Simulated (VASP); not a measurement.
A run of VASP 6.6.1:

INCAR

```
SYSTEM = Si16O
  PREC = Accurate
  ENCUT = 520
  EDIFF = 1E-6
  ISMEAR = -1
  SIGMA = 0.05
  LREAL = Auto
  LASPH = .True.
  NELM = 150
  ALGO = Normal
  ISIF = 2
  LWAVE = .False.
  LCHARG = .False.
  ISPIN = 2
  MAGMOM = 0 0 0 0 0 0 0 0 0 0 0 0 0 0 0 0 0
  LORBIT = 11
  GGA = PE
  NBANDS = 53
```

KPOINTS

```
Automatic mesh
0
Gamma
  2 2 2
  0 0 0
```

POSCAR

```
Si16O
1.0
    0.0000000000      5.4300000000      5.4300000000
    5.4300000000      0.0000000000      5.4300000000
    5.4300000000      5.4300000000      0.0000000000
Si O
16 1
Direct
   -0.0072122468     -0.0191947514      0.0278470534
    0.1196458564      0.1235635359      0.1342281768
   -0.0482523020      0.0436856354      0.4994832413
    0.1257406077      0.0713632597      0.6542396869
   -0.0047499079      0.4929079190      0.0133405157
    0.1225570902      0.6053419890      0.1471138122
    0.0001776243      0.4428754144      0.5201846225
    0.1119534991      0.5743279006      0.6479264273
    0.4930980663      0.0126954880     -0.0008306630
    0.6186152855      0.1220307551      0.1384506446
    0.4971818600     -0.0027010129      0.5133212707
    0.5806673112      0.1760577348      0.6260636280
    0.4966871087      0.4965482505      0.0077349908
    0.6193295580      0.6371894107      0.1186052486
    0.4682407919      0.5475811234      0.4921477901
    0.6251562615      0.6214755985      0.6327645488
    0.9302118785      0.8090647330      0.5751207182
```

Potentials or basis: VASP PAW PBE potentials, release 64 (Si, O).

Launch:

```console
$ cat potpaw_PBE.64/Si/POTCAR potpaw_PBE.64/O/POTCAR > POTCAR
$ mpirun -np 1 vasp_std > vasp.out
```

Hardware: 1 thread of Intel(R) Xeon(R) Platinum 8259CL CPU @ 2.50GHz (Skylake/Cascade Lake), with other jobs on the host.

**Question.** Estimate the wall time of this run.

**Answer.** Wall time 7.7 min on 1 thread of Intel(R) Xeon(R) Platinum 8259CL CPU @ 2.50GHz (Skylake/Cascade Lake) (shared host), peak memory 0.71 GiB. Counts: scf iterations 16, k points 8.
